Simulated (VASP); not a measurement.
# Cu (Cmcm) in VASP: a series of runs

The runs below take Cu through single point, with PBEsol+D3(BJ).

Program: VASP 6.6.1. These are calculated values, not measurements. Logs are shortened: lines on timing, memory, paths and dates and some standing lists are left out, and cuts for length are marked.

### Step 1. The cell of the first run

It takes space group Cmcm (No. 63, orthorhombic). The conventional cell has a = 2.437 Å, b = 7.953 Å, c = 2.475 Å, α = 90.00°, β = 90.00°, γ = 90.00°. Cu (site symmetry m2m) has 10 Cu at 2.44 to 2.54 Å within 3.2 Å.

### Step 2. Single point, PBEsol+D3(BJ)

INCAR reads:

```
  ALGO = Normal
  EDIFF = 1E-6
  ENCUT = 520
  GGA = PS
  ISIF = 2
  ISMEAR = 1
  IVDW = 12
  LASPH = True
  LCHARG = True
  LELF = True
  LREAL = False
  LVHAR = True
  LWAVE = False
  NBANDS = 18
  NELM = 100
  PREC = Accurate
  SIGMA = 0.1
```

KPOINTS reads:

```
k-points
0
Gamma
  7 7 7
```

POSCAR reads:

```
Cu
1.0
    4.1588740000      0.0000000000      0.0000000000
   -3.4449051002      2.3299918022      0.0000000000
    0.0000000000      0.0000000000      2.4754960000
Cu
2
Direct
    0.1338670000      0.8661330000      0.2500000000
    0.8661330000      0.1338670000      0.7500000000
```

Potentials or basis: VASP PAW PBE potentials, release 64 (Cu).

The run is started by

```sh
> cat potpaw_PBE.64/Cu/POTCAR > POTCAR
> mpirun -np 1 vasp_std > vasp.out
```

OUTCAR:

```text
EDIFF = 1E-6
   ENCUT = 520
   GGA = PS
   ISIF = 2
   ISMEAR = 1
   IVDW = 12
   LASPH = True
   LREAL = False
   NELM = 100
   PREC = Accurate
 IVDW          = 12

 ion  position               nearest neighbor table
   1  0.134  0.866  0.250-   2 2.46   2 2.46   2 2.54   2 2.54   2 2.54   2 2.54
   2  0.866  0.134  0.750-   1 2.46   1 2.46   1 2.54   1 2.54   1 2.54   1 2.54

  LATTYP: Found a base centered orthorhombic cell.
 ALAT       =     2.4369270379
 B/A-ratio  =     3.2634359885
 C/A-ratio  =     1.0158268842

  Lattice vectors:

 A1 = (   4.1588740000,   0.0000000000,   0.0000000000)
 A2 = (  -3.4449051002,   2.3299918022,   0.0000000000)
 A3 = (   0.0000000000,   0.0000000000,   2.4754960000)

Analysis of symmetry for initial positions (statically):
=====================================================================
 Subroutine PRICEL returns:
 Original cell was already a primitive cell.

 Routine SETGRP: Setting up the symmetry group for a
 base centered orthorhombic supercell.

 Subroutine GETGRP returns: Found  8 space group operations
 (whereof  4 operations were pure point group operations)
 out of a pool of  8 trial point group operations.

The static configuration has the point symmetry C_2h.
 The point group associated with its full space group is D_2h.

Analysis of symmetry for dynamics (positions and initial velocities):
=====================================================================
 Subroutine PRICEL returns:
 Original cell was already a primitive cell.

 Routine SETGRP: Setting up the symmetry group for a
 base centered orthorhombic supercell.

 Subroutine GETGRP returns: Found  8 space group operations
 (whereof  4 operations were pure point group operations)
 out of a pool of  8 trial point group operations.

The dynamic configuration has the point symmetry C_2h.
 The point group associated with its full space group is D_2h.

 Subroutine INISYM returns: Found  8 space group operations
 (whereof  4 operations are pure point group operations),
 and found     1 'primitive' translations

----------------------------------------------------------------------------------------

                                     Primitive cell

  volume of cell :      23.9879

  direct lattice vectors                    reciprocal lattice vectors
     4.158874000  0.000000000  0.000000000     0.240449699  0.355506141  0.000000000
    -3.444905100  2.329991802  0.000000000     0.000000000  0.429186059  0.000000000
[... 84 lines left out ...]
   NELM   =    100;   NELMIN=  2; NELMDL= -5     # of ELM steps
   EDIFF  = 0.1E-05   stopping-criterion for ELM
   LREAL  =      F    real-space projection
   EDIFFG = 0.1E-04   stopping-criterion for IOM
   NSW    =      0    number of steps for IOM
   IBRION =     -1    ionic relax: 0-MD 1-quasi-New 2-CG
   NFREE  =      0    steps in history (QN), initial steepest desc. (CG)
   ISIF   =      2    stress and relaxation
   ISYM   =      2    0-nonsym 1-usesym 2-fastsym
   POTIM  = 0.5000    time-step for ionic-motion
   TEBEG  =    0.0;   TEEND  =   0.0 temperature during run
   PSTRESS=    0.0 pullay stress
   NELECT =      22.0000    total number of electrons
   NUPDOWN=      -1.0000    fix difference up-down
   EMIN   =  10.00;   EMAX   =-10.00  energy-range for DOS
   EFERMI =   0.00;   METHOD = LEGACY
   ISMEAR =     1;   SIGMA  =   0.10  broadening in eV -4-tet -1-fermi 0-gaus
   EFERMI_NEDOS =   21; number of points for ismear=-14 and -15
   IALGO  =     38    algorithm
   IMIX   =      4    mixing-type and parameters
     AMIX     =   0.40;   BMIX     =  1.00
     AMIX_MAG =   1.60;   BMIX_MAG =  1.00
  volume/ion in A,a.u.               =      11.99        80.94
  Fermi-wavevector in a.u.,A,eV,Ry     =   1.590566  3.005733 34.421366  2.529899
  Thomas-Fermi vector in A             =   2.689241
   LORBIT       =      0    0 simple, 1 ext, 2 COOP (PROOUT), +10 PAW based schemes
   GGA     = PS    functional components
   LHFCALC =     F    Hartree Fock is set to
   AEXX    =    0.0000 exact exchange contribution
   IVDW    =    12    specifies the selected vdW correction
   LEPSILON=     F    determine dielectric tensor
   LRPA    =     F    only Hartree local field effects (RPA)
 non-spin polarized calculation
 Methfessel and Paxton  Order N= 1 SIGMA  =   0.10
  energy-cutoff  :      520.00
  volume of cell :       23.99
 maximum number of plane-waves:       672
   NGX = 15   NGY = 15   NGZ =  9

 number of electron      21.9999988 magnetization

 Free energy of the ion-electron system (eV)
  ---------------------------------------------------
  ext. energy  EPLUGINS =         0.00000000
  ---------------------------------------------------
  free energy    TOTEN  =        -8.29964950 eV

  energy without entropy =       -8.29975418  energy(sigma->0) =       -8.29968439

 E-fermi :   7.2097     XC(G=0): -12.7834

 val. band max:        7.1763578066   @ k =  -0.4286   0.1429   0.0000
 cond. band min:       7.2468987296   @ k =  -0.4286   0.2857   0.2857
 fundamental gap:      0.0705409230
 Fermi energy:         7.2097081627

 k-point     1 :       0.0000    0.0000    0.0000
  band No.  band energies     occupation
      1      -2.0674      2.00000
      2       2.2402      2.00000
      3       3.0100      2.00000
      4       3.4900      2.00000
      5       4.1865      2.00000
      6       4.4535      2.00000
[... 481 lines left out ...]
      5       4.0932      2.00000
      6       4.2871      2.00000
[... 10 lines left out ...]
     17      24.9519      0.00000
     18      27.4199      0.00000

 [... further k-points ...]

------------------------ aborting loop because EDIFF is reached ----------------------------------------

 Edisp (eV)   -1.03175

 E8    (eV) :    -0.6732

  FORCE on cell =-STRESS in cart. coord.  units (eV):
  Direction    XX          YY          ZZ          XY          YZ          ZX
  --------------------------------------------------------------------------------------
  -------------------------------------------------------------------------------------
  Total      -1.38493    -1.07710    -1.00901     0.10410     0.00000     0.00000
  in kB     -92.50062   -71.94060   -67.39251     6.95297     0.00000     0.00000
  external pressure =      -77.28 kB  Pullay stress =        0.00 kB

 VOLUME and BASIS-vectors are now :
 -----------------------------------------------------------------------------
  energy-cutoff  :      520.00
  volume of cell :       23.99
      direct lattice vectors                 reciprocal lattice vectors
     4.158874000  0.000000000  0.000000000     0.240449699  0.355506141  0.000000000
    -3.444905100  2.329991802  0.000000000     0.000000000  0.429186059  0.000000000
     0.000000000  0.000000000  2.475496000     0.000000000  0.000000000  0.403959449

 POSITION                                       TOTAL-FORCE (eV/Angst)
 -----------------------------------------------------------------------------------
     -2.42701      2.01808      0.61887         0.036691     -0.011243     -0.000000
      3.14098      0.31191      1.85662        -0.036691      0.011243      0.000000
 -----------------------------------------------------------------------------------
    total drift:                                0.000000      0.000000      0.000000

  FREE ENERGIE OF THE ION-ELECTRON SYSTEM (eV)
  ---------------------------------------------------
  free  energy   TOTEN  =        -9.3313972572 eV

  energy  without entropy=       -9.3315019307  energy(sigma->0) =       -9.33143215
```

OSZICAR:

```text
N       E                     dE             d eps       ncg     rms          rms(c)
DAV:   1     0.120457507304E+03    0.12046E+03   -0.10464E+04  2512   0.219E+03
DAV:   2    -0.404845056695E+01   -0.12451E+03   -0.11800E+03  2308   0.287E+02
DAV:   3    -0.102974661659E+02   -0.62490E+01   -0.59728E+01  2592   0.860E+01
DAV:   4    -0.103642682577E+02   -0.66802E-01   -0.66756E-01  2750   0.958E+00
DAV:   5    -0.103651603465E+02   -0.89209E-03   -0.89205E-03  2872   0.970E-01    0.116E+01
DAV:   6    -0.915627770081E+01    0.12089E+01   -0.13265E+01  2460   0.104E+02    0.595E+00
DAV:   7    -0.832441181617E+01    0.83187E+00   -0.26287E+00  2496   0.427E+01    0.697E-01
DAV:   8    -0.830530557643E+01    0.19106E-01   -0.31625E-02  3390   0.263E+00    0.558E-01
DAV:   9    -0.830006608697E+01    0.52395E-02   -0.51803E-03  2824   0.199E+00    0.136E-01
DAV:  10    -0.829964681793E+01    0.41927E-03   -0.48033E-04  3824   0.440E-01    0.875E-03
DAV:  11    -0.829964947467E+01   -0.26567E-05   -0.14881E-05  3452   0.510E-02    0.504E-03
DAV:  12    -0.829964950368E+01   -0.29009E-07   -0.74814E-07  1498   0.195E-02
   1 F= -.93313973E+01 E0= -.93314321E+01  d E =0.104674E-03
```

It took 17 s on 1 thread of Intel Xeon 6975P-C, shared host; peak memory 0.17 GiB.

Results:

```
Free energy                : -9.3314 eV
Pressure                   : -7.7 GPa
Largest force              : 0.038 eV/Å
Band gap on the k mesh     : zero (band 11 reaches 10.45 eV, above the bottom of band 12 at 5.60 eV)
Dispersion energy per atom : -0.516 eV
```

Forces in eV/Å, atoms in the order of the input:
```
Cu   0.037 -0.011  0.000
Cu  -0.037  0.011  0.000
```

Stress tensor (GPa, compression positive):
```
-9.25  0.70  0.00
 0.70 -7.19  0.00
 0.00  0.00 -6.74
```

Levels at points of the mesh, in eV from the Fermi level:
```
           k point  band 7  band 8  band 9  band 10  band 11  band 12  band 13  band 14  band 15  band 16
(0.00, 0.00, 0.00)   -2.33   -2.02   -1.81    -1.67    -1.44    -0.09     4.79    14.72    18.37    19.24
```

Caveat: the k points lie up to 0.39 Å⁻¹ apart; three body term missing; the PAW data sets were made with another functional, which shifts forces and pressure a little; pairwise dispersion overbinds metals, which lowers pressure and volume.

### Step 3. Single point, PBEsol+D3(BJ)

INCAR reads:

```
SYSTEM = Cu
PREC = Accurate ; ENCUT = 520
EDIFF = 1E-7 ; ISMEAR = 1
SIGMA = 0.1 ; LREAL = .FALSE.
LASPH = .TRUE. ; NELM = 100
ALGO = Normal ; ISIF = 2
LWAVE = .FALSE. ; LCHARG = .FALSE.
GGA = PS ; IVDW = 12
NBANDS = 18
```

KPOINTS reads:

```
regular mesh
0
G
  7 7 7
  0 0 0
```

POSCAR is that of step 2.

Potentials or basis: VASP PAW PBE potentials, release 64 (Cu).

The run is started by

```sh
> cat potpaw_PBE.64/Cu/POTCAR > POTCAR
> mpirun -np 1 vasp_std > vasp.out
```

OUTCAR:

```text
SYSTEM = Cu
   PREC = Accurate
   ENCUT = 520
   EDIFF = 1E-7
   ISMEAR = 1
   LREAL = .FALSE.
   LASPH = .TRUE.
   NELM = 100
   ISIF = 2
   GGA = PS
   IVDW = 12
 IVDW          = 12

 ion  position               nearest neighbor table
   1  0.134  0.866  0.250-   2 2.46   2 2.46   2 2.54   2 2.54   2 2.54   2 2.54
   2  0.866  0.134  0.750-   1 2.46   1 2.46   1 2.54   1 2.54   1 2.54   1 2.54

  LATTYP: Found a base centered orthorhombic cell.
 ALAT       =     2.4369270379
 B/A-ratio  =     3.2634359885
 C/A-ratio  =     1.0158268842

  Lattice vectors:

 A1 = (   4.1588740000,   0.0000000000,   0.0000000000)
 A2 = (  -3.4449051002,   2.3299918022,   0.0000000000)
 A3 = (   0.0000000000,   0.0000000000,   2.4754960000)

Analysis of symmetry for initial positions (statically):
=====================================================================
 Subroutine PRICEL returns:
 Original cell was already a primitive cell.

 Routine SETGRP: Setting up the symmetry group for a
 base centered orthorhombic supercell.

 Subroutine GETGRP returns: Found  8 space group operations
 (whereof  4 operations were pure point group operations)
 out of a pool of  8 trial point group operations.

The static configuration has the point symmetry C_2h.
[... 163 lines left out ...]
 E-fermi :   7.2097     XC(G=0): -12.7834

 val. band max:        7.1763578227   @ k =  -0.4286   0.1429   0.0000
 cond. band min:       7.2468987491   @ k =  -0.4286   0.2857   0.2857
 fundamental gap:      0.0705409264
 Fermi energy:         7.2097081791

 k-point     1 :       0.0000    0.0000    0.0000
  band No.  band energies     occupation
      1      -2.0674      2.00000
      2       2.2402      2.00000
      3       3.0100      2.00000
      4       3.4900      2.00000
      5       4.1865      2.00000
      6       4.4535      2.00000
[... 481 lines left out ...]
      5       4.0932      2.00000
      6       4.2871      2.00000
[... 10 lines left out ...]
     17      24.9519      0.00000
     18      27.4199      0.00000

 [... further k-points ...]

------------------------ aborting loop because EDIFF is reached ----------------------------------------

 Edisp (eV)   -1.03175

 E8    (eV) :    -0.6732

  FORCE on cell =-STRESS in cart. coord.  units (eV):
  Direction    XX          YY          ZZ          XY          YZ          ZX
  --------------------------------------------------------------------------------------
  -------------------------------------------------------------------------------------
  Total      -1.38415    -1.07675    -1.00864     0.10396     0.00000     0.00000
  in kB     -92.44892   -71.91736   -67.36783     6.94335     0.00000     0.00000
  external pressure =      -77.24 kB  Pullay stress =        0.00 kB

 VOLUME and BASIS-vectors are now :
 -----------------------------------------------------------------------------
  energy-cutoff  :      520.00
  volume of cell :       23.99
      direct lattice vectors                 reciprocal lattice vectors
     4.158874000  0.000000000  0.000000000     0.240449699  0.355506141  0.000000000
    -3.444905100  2.329991802  0.000000000     0.000000000  0.429186059  0.000000000
     0.000000000  0.000000000  2.475496000     0.000000000  0.000000000  0.403959449

 POSITION                                       TOTAL-FORCE (eV/Angst)
 -----------------------------------------------------------------------------------
     -2.42701      2.01808      0.61887         0.036538     -0.011196      0.000000
      3.14098      0.31191      1.85662        -0.036538      0.011196     -0.000000
 -----------------------------------------------------------------------------------
    total drift:                                0.000000      0.000000      0.000000

  FREE ENERGIE OF THE ION-ELECTRON SYSTEM (eV)
  ---------------------------------------------------
  free  energy   TOTEN  =        -9.3313972660 eV

  energy  without entropy=       -9.3315019396  energy(sigma->0) =       -9.33143216
```

OSZICAR:

```text
N       E                     dE             d eps       ncg     rms          rms(c)
DAV:   1     0.120457507304E+03    0.12046E+03   -0.10464E+04  2512   0.219E+03
DAV:   2    -0.404845056695E+01   -0.12451E+03   -0.11800E+03  2308   0.287E+02
DAV:   3    -0.102974661659E+02   -0.62490E+01   -0.59728E+01  2592   0.860E+01
DAV:   4    -0.103642682577E+02   -0.66802E-01   -0.66756E-01  2750   0.958E+00
DAV:   5    -0.103651603465E+02   -0.89209E-03   -0.89205E-03  2872   0.970E-01    0.116E+01
DAV:   6    -0.915627770081E+01    0.12089E+01   -0.13265E+01  2460   0.104E+02    0.595E+00
DAV:   7    -0.832441181617E+01    0.83187E+00   -0.26287E+00  2496   0.427E+01    0.697E-01
DAV:   8    -0.830530557643E+01    0.19106E-01   -0.31625E-02  3390   0.263E+00    0.558E-01
DAV:   9    -0.830006608697E+01    0.52395E-02   -0.51803E-03  2824   0.199E+00    0.136E-01
DAV:  10    -0.829964681793E+01    0.41927E-03   -0.48033E-04  3824   0.440E-01    0.875E-03
DAV:  11    -0.829964947468E+01   -0.26567E-05   -0.14881E-05  3460   0.510E-02    0.504E-03
DAV:  12    -0.829964951254E+01   -0.37865E-07   -0.84065E-07  3094   0.195E-02
   1 F= -.93313973E+01 E0= -.93314322E+01  d E =0.104674E-03
```

stdout:

```text
POSCAR found type information on POSCAR Cu
 POSCAR found :  1 types and       2 ions
 scaLAPACK will be used
 -----------------------------------------------------------------------------
|                                                                             |
|                                                                             |
|     You enforced a specific xc type in the INCAR file but a different       |
|     I HOPE YOU KNOW WHAT YOU ARE DOING!                                     |
|                                                                             |
 -----------------------------------------------------------------------------

 LDA part: xc-table for (Slater+PW92), standard interpolation
 POSCAR, INCAR and KPOINTS ok, starting setup
 FFT: planning ... GRIDC
 FFT: planning ... GRID_SOFT
 FFT: planning ... GRID
 WAVECAR not read
 entering main loop
```

Wall time 16 s (1 thread of Intel Xeon 6975P-C, shared host); peak memory 0.17 GiB.

What came out:

- Free energy: -9.3314 eV
- Pressure: -7.7 GPa
- Largest force: 0.038 eV/Å
- Band gap on the k mesh: zero (band 11 reaches 10.45 eV, above the bottom of band 12 at 5.60 eV)
- Dispersion energy per atom: -0.516 eV

Forces on the atoms (eV/Å):
```
Cu   0.037 -0.011  0.000
Cu  -0.037  0.011  0.000
```

Stress tensor (GPa, compression positive):
```
-9.24  0.69  0.00
 0.69 -7.19  0.00
 0.00  0.00 -6.74
```

Levels at points of the mesh, in eV from the Fermi level:
```csv
k point,band 7,band 8,band 9,band 10,band 11,band 12,band 13,band 14,band 15,band 16
"(0.00, 0.00, 0.00)",-2.33,-2.02,-1.81,-1.67,-1.44,-0.09,4.79,14.72,18.37,19.24
```

Caveat: the k points lie up to 0.39 Å⁻¹ apart; three body term missing; the PAW data sets were made with another functional, which shifts forces and pressure a little; pairwise dispersion overbinds metals, which lowers pressure and volume.
